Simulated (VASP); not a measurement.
# BaTiO3 (P1) in VASP: single point with BLYP

Aim: the single point of BaTiO3 with BLYP.

All numbers are computed with VASP 6.6.1; they aren't measurements. Logs are shortened: lines on timing, memory, paths and dates and some standing lists are left out, and cuts for length are marked.

### Step 1. The cell of the first run

The typed cell holds 10 atoms: a = 3.973 Å, b = 5.919 Å, c = 6.009 Å, α = 89.83°, β = 90.01°, γ = 90.00°.

### Step 2. Single point, BLYP

INCAR reads:

```
SYSTEM = BaTiO3
  PREC = Accurate
  ENCUT = 520
  EDIFF = 1E-7
  ISMEAR = -1
  SIGMA = 0.05
  LREAL = .FALSE.
  LASPH = .TRUE.
  NELM = 100
  ALGO = Normal
  ISIF = 2
  LWAVE = .FALSE.
  LCHARG = .FALSE.
  GGA = B5
  ALDAX = 1.0
  AGGAX = 1.0
  AGGAC = 1.0
  ALDAC = 0.0
  NBANDS = 51
```

KPOINTS reads:

```
Automatic mesh
0
G
  7 5 5
  0 0 0
```

POSCAR reads:

```
BaTiO3
1.0
   -0.0001955724     -2.8092913085     -2.8092281581
   -4.1788017641      2.9638457774     -2.9635812175
    4.2428553077      3.0090959639     -3.0081446728
Ba Ti O
2 2 6
Direct
    0.0008632833      0.4999152040      0.4817824837
    1.0008598273      1.0000224094     -0.0182170019
    0.5010305700     -0.0000950105      0.4651907394
    0.5010487191      0.5000511399      0.9652050254
    0.5006613560      0.2378147719      0.2686456531
    0.5006613220      0.7378964609      0.7686096074
    0.5006679531      0.7635747886      0.2688576355
    0.5006676493      0.2636719542      0.7689312451
    0.0005495740      0.0004332663      0.5173886193
    1.0005497459      0.5004950153      1.0173859931
```

Potentials or basis: VASP PAW PBE potentials, release 64 (Ba_sv, Ti_sv, O).

The run is started by

```console
> cat potpaw_PBE.64/Ba_sv/POTCAR potpaw_PBE.64/Ti_sv/POTCAR potpaw_PBE.64/O/POTCAR > POTCAR
> mpirun -np 1 vasp_std > vasp.out
```

OUTCAR:

```text
SYSTEM = BaTiO3
   PREC = Accurate
   ENCUT = 520
   EDIFF = 1E-7
   ISMEAR = -1
   LREAL = .FALSE.
   LASPH = .TRUE.
   NELM = 100
   ISIF = 2
   GGA = B5

 ion  position               nearest neighbor table
   1  0.001  0.500  0.482-  10 2.79   5 2.83   7 2.83   5 2.83   7 2.83   9 2.96   9 2.97   8 2.98
                             8 2.98   6 2.98   6 2.99  10 3.22   4 3.52   4 3.52   3 3.56   3 3.57
   2  0.001  0.000  0.982-   9 2.79   6 2.83   8 2.83   8 2.83   6 2.83  10 2.96  10 2.97   7 2.98
                             7 2.98   5 2.98   5 2.99   9 3.22   3 3.52   3 3.52   4 3.57   4 3.57
   3  0.501  1.000  0.465-   7 1.83   5 1.84   9 2.01   9 2.01   6 2.39   8 2.41   2 3.52   2 3.52
                             1 3.56   1 3.57   1 3.57   1 3.57   2 3.68   2 3.69
   4  0.501  0.500  0.965-   8 1.83   6 1.84  10 2.01  10 2.01   5 2.39   7 2.40   1 3.52   1 3.52
                             2 3.57   2 3.57   2 3.57   2 3.57   1 3.68   1 3.69
   5  0.501  0.238  0.269-   3 1.84   4 2.39   1 2.83   1 2.83   2 2.98   2 2.99
   6  0.501  0.738  0.769-   4 1.84   3 2.39   2 2.83   2 2.83   1 2.98   1 2.99
   7  0.501  0.764  0.269-   3 1.83   4 2.40   1 2.83   1 2.83   2 2.98   2 2.98
   8  0.501  0.264  0.769-   4 1.83   3 2.41   2 2.83   2 2.83   1 2.98   1 2.98
   9  0.001  0.000  0.517-   3 2.01   3 2.01   2 2.79   1 2.96   1 2.97   2 3.22
  10  0.001  0.500  0.017-   4 2.01   4 2.01   1 2.79   2 2.96   2 2.97   1 3.22

  LATTYP: Found a triclinic cell.
 ALAT       =     6.0087780833
 B/A-ratio  =     1.4015988646
 C/A-ratio  =     0.6611815522
 COS(alpha) =     0.0001069684
 COS(beta)  =     0.0001546652
 COS(gamma) =     0.7114290925

  Lattice vectors:

 A1 = (  -4.2428553077,  -3.0090959639,   3.0081446728)
 A2 = (  -8.4216570718,  -0.0452501865,   0.0445634553)
 A3 = (  -0.0001955724,  -2.8092913085,  -2.8092281581)

Analysis of symmetry for initial positions (statically):
=====================================================================
 Subroutine PRICEL returns:
 Original cell was already a primitive cell.

 Routine SETGRP: Setting up the symmetry group for a
 triclinic supercell.

 Subroutine GETGRP returns: Found  1 space group operations
 (whereof  1 operations were pure point group operations)
 out of a pool of  2 trial point group operations.

The static configuration has the point symmetry C_1 .

Analysis of symmetry for dynamics (positions and initial velocities):
=====================================================================
 Subroutine PRICEL returns:
 Original cell was already a primitive cell.

 Routine SETGRP: Setting up the symmetry group for a
 triclinic supercell.

 Subroutine GETGRP returns: Found  1 space group operations
 (whereof  1 operations were pure point group operations)
 out of a pool of  2 trial point group operations.

The dynamic configuration has the point symmetry C_1 .

 Subroutine INISYM returns: Found  1 space group operations
 (whereof  1 operations are pure point group operations),
 and found     1 'primitive' translations

----------------------------------------------------------------------------------------

                                     Primitive cell

  volume of cell :     141.2891

  direct lattice vectors                    reciprocal lattice vectors
    -0.000195572 -2.809291309 -2.809228158     0.000014321 -0.177964791 -0.178000872
    -4.178801764  2.963845777 -2.963581217    -0.119641153  0.084364160 -0.084357728
     4.242855308  3.009095964 -3.008144673     0.117855384  0.083082328 -0.083092401

  length of vectors
     3.972893220  5.918579188  6.008778083     0.251705736  0.168960183  0.166423892

  position of ions in fractional coordinates (direct lattice)
     0.000863283  0.499915204  0.481782484
     0.000859827  0.000022409  0.981782998
     0.501030570  0.999904990  0.465190739
     0.501048719  0.500051140  0.965205025
     0.500661356  0.237814772  0.268645653
     0.500661322  0.737896461  0.768609607
     0.500667953  0.763574789  0.268857635
     0.500667649  0.263671954  0.768931245
     0.000549574  0.000433266  0.517388619
     0.000549746  0.500495015  0.017385993

  ion indices of the primitive-cell ions
   primitive index   ion index
                 1           1
                 2           2
                 3           3
                 4           4
                 5           5
                 6           6
                 7           7
                 8           8
                 9           9
                10          10

----------------------------------------------------------------------------------------

 KPOINTS: Automatic mesh

Automatic generation of k-mesh.
 Grid dimensions read from file:
 generate k-points for:    7    5    5

 Generating k-lattice:

  Cartesian coordinates                     Fractional coordinates (reciprocal lattice)
     0.000002046 -0.025423542 -0.025428696     0.142857143  0.000000000  0.000000000
    -0.023928231  0.016872832 -0.016871546     0.000000000  0.200000000 -0.000000000
     0.023571077  0.016616466 -0.016618480    -0.000000000 -0.000000000  0.200000000

  Length of vectors
     0.035957962  0.033792037  0.033284778

  Shift w.r.t. Gamma in fractional coordinates (k-lattice)
     0.000000000  0.000000000  0.000000000

 Subroutine IBZKPT returns following result:
 ===========================================

 Found     88 irreducible k-points:

 Following reciprocal coordinates:
            Coordinates               Weight
  0.000000  0.000000  0.000000      1.000000
  0.142857 -0.000000  0.000000      2.000000
  0.285714 -0.000000 -0.000000      2.000000
  0.428571 -0.000000 -0.000000      2.000000
  0.000000  0.200000  0.000000      2.000000
  0.142857  0.200000 -0.000000      2.000000
[... 16 lines left out ...]
 -0.428571  0.000000  0.200000      2.000000
 -0.285714  0.000000  0.200000      2.000000
 [... further k-points ...]
   k-points           NKPTS =     88   k-points in BZ     NKDIM =     88   number of bands    NBANDS=     51
   number of dos      NEDOS =    301   number of ions     NIONS =     10
   total plane-waves  NPLWV =  69120
   dimension x,y,z NGX =    30 NGY =   48 NGZ =   48
   dimension x,y,z NGXF=    60 NGYF=   96 NGZF=   96
   ions per type =               2   2   6
   NGX,Y,Z   is equivalent  to a cutoff of  12.55, 13.48, 13.28 a.u.
   NGXF,Y,Z  is equivalent  to a cutoff of  25.11, 26.97, 26.56 a.u.
 SYSTEM =  BaTiO3
   PREC   = accura    normal or accurate (medium, high low for compatibility)
   ISTART =      0    job   : 0-new  1-cont  2-samecut
   ICHARG =      2    charge: 1-file 2-atom 10-const
   ISPIN  =      1    spin polarized calculation?
   LNONCOLLINEAR =      F non collinear calculations
   LSORBIT =      F    spin-orbit coupling
   LASPH  =      T    aspherical Exc in radial PAW
   ENCUT  =  520.0 eV  38.22 Ry    6.18 a.u.   7.39 11.00 11.17*2*pi/ulx,y,z
   NELM   =    100;   NELMIN=  2; NELMDL= -5     # of ELM steps
   EDIFF  = 0.1E-06   stopping-criterion for ELM
   LREAL  =      F    real-space projection
   EDIFFG = 0.1E-05   stopping-criterion for IOM
   NSW    =      0    number of steps for IOM
   IBRION =     -1    ionic relax: 0-MD 1-quasi-New 2-CG
   NFREE  =      0    steps in history (QN), initial steepest desc. (CG)
   ISIF   =      2    stress and relaxation
   ISYM   =      2    0-nonsym 1-usesym 2-fastsym
   POTIM  = 0.5000    time-step for ionic-motion
   TEBEG  =    0.0;   TEEND  =   0.0 temperature during run
   PSTRESS=    0.0 pullay stress
   NELECT =      80.0000    total number of electrons
   NUPDOWN=      -1.0000    fix difference up-down
   EMIN   =  10.00;   EMAX   =-10.00  energy-range for DOS
   EFERMI =   0.00;   METHOD = LEGACY
   ISMEAR =    -1;   SIGMA  =   0.05  broadening in eV -4-tet -1-fermi 0-gaus
   EFERMI_NEDOS =   21; number of points for ismear=-14 and -15
   IALGO  =     38    algorithm
   IMIX   =      4    mixing-type and parameters
     AMIX     =   0.40;   BMIX     =  1.00
     AMIX_MAG =   1.60;   BMIX_MAG =  1.00
  volume/ion in A,a.u.               =      14.13        95.35
  Fermi-wavevector in a.u.,A,eV,Ry     =   1.354364  2.559376 24.957176  1.834301
  Thomas-Fermi vector in A             =   2.481541
   LORBIT       =      0    0 simple, 1 ext, 2 COOP (PROOUT), +10 PAW based schemes
   GGA     = B5    functional components
   LHFCALC =     F    Hartree Fock is set to
   AEXX    =    0.0000 exact exchange contribution
   IVDW    =     0    specifies the selected vdW correction
   LEPSILON=     F    determine dielectric tensor
   LRPA    =     F    only Hartree local field effects (RPA)
 non-spin polarized calculation
  energy-cutoff  :      520.00
  volume of cell :      141.29
 maximum number of plane-waves:      3837
 NGX is ok and might be reduce to    30
   NGX = 15   NGY = 23   NGZ = 23

 number of electron      79.9999977 magnetization

 Free energy of the ion-electron system (eV)
  ---------------------------------------------------
  ext. energy  EPLUGINS =         0.00000000
  ---------------------------------------------------
  free energy    TOTEN  =       -76.54867358 eV

  energy without entropy =      -76.54867358  energy(sigma->0) =      -76.54867358

 E-fermi :   4.5569     XC(G=0): -10.2181

 val. band max:        3.3956565397   @ k =   0.4286  -0.0000  -0.0000
 cond. band min:       6.0150227962   @ k =   0.0000   0.0000   0.0000
 fundamental gap:      2.6193662565
 Fermi energy:         4.5569061648

 k-point     1 :       0.0000    0.0000    0.0000
  band No.  band energies     occupation
      1     -52.7302      2.00000
      2     -52.7291      2.00000
      3     -29.2016      2.00000
      4     -29.1896      2.00000
      5     -29.1777      2.00000
      6     -29.1652      2.00000
[... 43 lines left out ...]
     50       8.4855      0.00000
     51       8.8589      0.00000

 k-point     2 :       0.1429   -0.0000    0.0000
  band No.  band energies     occupation
      1     -52.7300      2.00000
      2     -52.7289      2.00000
      3     -29.2011      2.00000
      4     -29.1891      2.00000
      5     -29.1773      2.00000
      6     -29.1649      2.00000
[... 43 lines left out ...]
     50       8.9603      0.00000
     51       9.1889      0.00000

 k-point     3 :       0.2857   -0.0000   -0.0000
  band No.  band energies     occupation
      1     -52.7295      2.00000
      2     -52.7284      2.00000
      3     -29.2000      2.00000
      4     -29.1882      2.00000
      5     -29.1764      2.00000
      6     -29.1640      2.00000
[... 43 lines left out ...]
     50       9.6698      0.00000
     51       9.8696      0.00000
[... 1027 lines left out ...]
 k-point    23 :      -0.4286    0.0000    0.2000
  band No.  band energies     occupation
      1     -52.7291      2.00000
      2     -52.7281      2.00000
      3     -29.1969      2.00000
      4     -29.1851      2.00000
      5     -29.1779      2.00000
      6     -29.1656      2.00000
[... 43 lines left out ...]
     50       9.8171      0.00000
     51      10.3867      0.00000

 k-point    24 :      -0.2857    0.0000    0.2000
  band No.  band energies     occupation
      1     -52.7294      2.00000
      2     -52.7285      2.00000
      3     -29.1979      2.00000
      4     -29.1859      2.00000
      5     -29.1787      2.00000
      6     -29.1663      2.00000
[... 43 lines left out ...]
     50       9.7315      0.00000
     51       9.9130      0.00000

 [... further k-points ...]
[... 5 lines left out ...]
  --------------------------------------------------------------------------------------
  -------------------------------------------------------------------------------------
  Total        1.4659754      1.3654082      1.3677994     -0.0578924     -0.0892433      0.0565061
  in kB       16.6237336     15.4833313     15.5104464     -0.6564827     -1.0119930      0.6407622
  external PRESSURE =      15.8725038 kB  Pullay stress =       0.0000000 kB

 VOLUME and BASIS-vectors are now :
 -----------------------------------------------------------------------------
  energy-cutoff  :      520.00
  volume of cell :      141.29
      direct lattice vectors                 reciprocal lattice vectors
    -0.000195572 -2.809291309 -2.809228158     0.000014321 -0.177964791 -0.178000872
    -4.178801764  2.963845777 -2.963581217    -0.119641153  0.084364160 -0.084357728
     4.242855308  3.009095964 -3.008144673     0.117855384  0.083082328 -0.083092401

 POSITION                                       TOTAL-FORCE (eV/Angst)
 -----------------------------------------------------------------------------------
     -0.04491      2.92898     -2.93324         0.037760      0.027732     -0.027124
      4.16547      2.95193     -2.95583         0.037029      0.027680     -0.027151
     -2.20477      2.95583     -5.77017         0.128395      0.095521     -0.093213
      2.00551      2.97888     -5.79298         0.130809      0.094398     -0.091741
      0.14595      0.10672     -2.91938        -0.131898     -0.011803      0.011431
      0.17748      3.09333     -5.90538        -0.134457     -0.011925      0.011490
     -2.05020      1.66561     -4.47817        -0.014873     -0.095299      0.094988
      2.16053      1.68875     -4.50096        -0.015236     -0.096506      0.096122
      2.19339      1.55661     -1.55921        -0.018699     -0.015302      0.012909
     -2.01770      1.53416     -1.53710        -0.018830     -0.014496      0.012289
 -----------------------------------------------------------------------------------
    total drift:                               -0.000425     -0.000512     -0.000657

  FREE ENERGIE OF THE ION-ELECTRON SYSTEM (eV)
  ---------------------------------------------------
  free  energy   TOTEN  =       -76.5486735763 eV

  energy  without entropy=      -76.5486735763  energy(sigma->0) =      -76.54867358
```

Wall time 18 min (1 thread of Intel Xeon Platinum 8488C (Sapphire Rapids), shared host); peak memory 0.6 GiB.

What came out:

* Free energy: -76.5487 eV
* Pressure: 1.6 GPa
* Largest force: 0.186 eV/Å
* Band gap on the k mesh: 2.62 eV

Forces in eV/Å, atoms in the order of the input:
```
Ba   0.038  0.028 -0.027
Ba   0.037  0.028 -0.027
Ti   0.128  0.096 -0.093
Ti   0.131  0.094 -0.092
O   -0.132 -0.012  0.011
O   -0.134 -0.012  0.011
O   -0.015 -0.095  0.095
O   -0.015 -0.097  0.096
O   -0.019 -0.015  0.013
O   -0.019 -0.014  0.012
```

Caveat: the PAW data sets were made with another functional, which shifts forces and pressure a little; spin-orbit coupling is left out, which moves the levels of the heavy elements. A k mesh can miss the band edges.
